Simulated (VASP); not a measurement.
Set up this calculation in VASP 6.6.1, as the native input.

| Property | Result |
| --- | --- |
| Task | single point |
| Functional | r2SCAN |
| Potentials or basis | VASP PAW PBE potentials, release 64 (Te, Mo_sv) |
| Cutoff | 520 eV |
| k mesh | 12 × 12 × 2 |
| Occupations | gaussian, width 0.02 eV |
| Spin | no spin polarisation |
| Dipole correction | no |
| Further INCAR settings | ALGO = Normal; EDIFF = 1e-06; NBANDS = 35 |

The system is Te2Mo.

```xyz
6
Lattice="3.4207 0.0000 0.0000 -1.7104 3.1167 0.0000 0.0000 0.0000 14.8792" Properties=species:S:1:pos:R:3 pbc="T T T"
Te    0.0000    2.0778    9.3518
Te    1.7104    1.0389    1.9122
Te    1.7104    1.0389    5.5274
Te    0.0000    2.0778   12.9670
Mo    0.0000    2.0778    3.7198
Mo    1.7104    1.0389   11.1594
```

This cell differs from its parent crystal: uniaxial strain along a: -4.0 %.

These files were run (other wordings do the same):

POSCAR

```
Te2Mo
1.0
    3.4207231161      0.0000000000      0.0000000000
   -1.7103615580      3.1167265094      0.0000000000
    0.0000000000      0.0000000000     14.8792046520
Te Mo
4 2
Direct
    0.3333333333      0.6666666667      0.6285175435
    0.6666666667      0.3333333333      0.1285175435
    0.6666666667      0.3333333333      0.3714824565
    0.3333333333      0.6666666667      0.8714824565
    0.3333333333      0.6666666667      0.2500000000
    0.6666666667      0.3333333333      0.7500000000
```

INCAR.step1

```
SYSTEM = Te2Mo
PREC     = Accurate       ! precision mode
ENCUT    = 520            ! plane-wave cutoff, eV
ISMEAR   = 0              ! smearing method
SIGMA    = 0.02           ! smearing width, eV
LREAL    = .FALSE.        ! projectors in reciprocal space
LASPH    = .TRUE.         ! aspherical terms in the spheres
NELM     = 80             ! most SCF steps
NBANDS   = 35             ! bands
GGA      = PE             ! functional
ALGO     = Normal         ! electronic algorithm
EDIFF    = 1E-4           ! SCF threshold, eV
LWAVE    = .TRUE.         ! write WAVECAR
LCHARG   = .FALSE.        ! write CHGCAR
```

INCAR.step2

```
SYSTEM = Te2Mo
PREC     = Accurate       ! precision mode
ENCUT    = 520            ! plane-wave cutoff, eV
EDIFF    = 1E-6           ! SCF threshold, eV
ISMEAR   = 0              ! smearing method
SIGMA    = 0.02           ! smearing width, eV
LREAL    = .FALSE.        ! projectors in reciprocal space
LASPH    = .TRUE.         ! aspherical terms in the spheres
NELM     = 80             ! most SCF steps
ALGO     = Normal         ! electronic algorithm
ISIF     = 2              ! what is computed and relaxed
LWAVE    = .FALSE.        ! write WAVECAR
LCHARG   = .FALSE.        ! write CHGCAR
METAGGA  = R2SCAN         ! meta-GGA
LMIXTAU  = .TRUE.       
NBANDS   = 35             ! bands
ISTART   = 1
```

KPOINTS

```
Automatic mesh
0
G
  12 12 2
  0 0 0
```

Potentials or basis: VASP PAW PBE potentials, release 64 (Te, Mo_sv).

Run with:

```console
$ cat potpaw_PBE.64/Te/POTCAR potpaw_PBE.64/Mo_sv/POTCAR > POTCAR
$ cp INCAR.step1 INCAR
$ mpirun -np 1 vasp_std > vasp.out
$ cp INCAR.step2 INCAR
$ mpirun -np 1 vasp_std > vasp.out
```

It gave:

| Item | Value |
| --- | --- |
| Pressure | 2.0 GPa |
| Largest force | 0.310 eV/Å |
| Band gap on the k mesh | 0.99 eV (least direct gap 1.18 eV) |

Caveat: the cell differs from its parent crystal (uniaxial strain along a: -4.0 %); the stress differs along the axes, from -0 to 6 GPa; the PAW data sets were made with another functional, which shifts forces and pressure a little; spin-orbit coupling is left out, which moves the levels of the heavy elements.

Wall time 27 min on 1 thread of Intel Xeon 8259CL (shared host), peak memory 0.59 GiB.
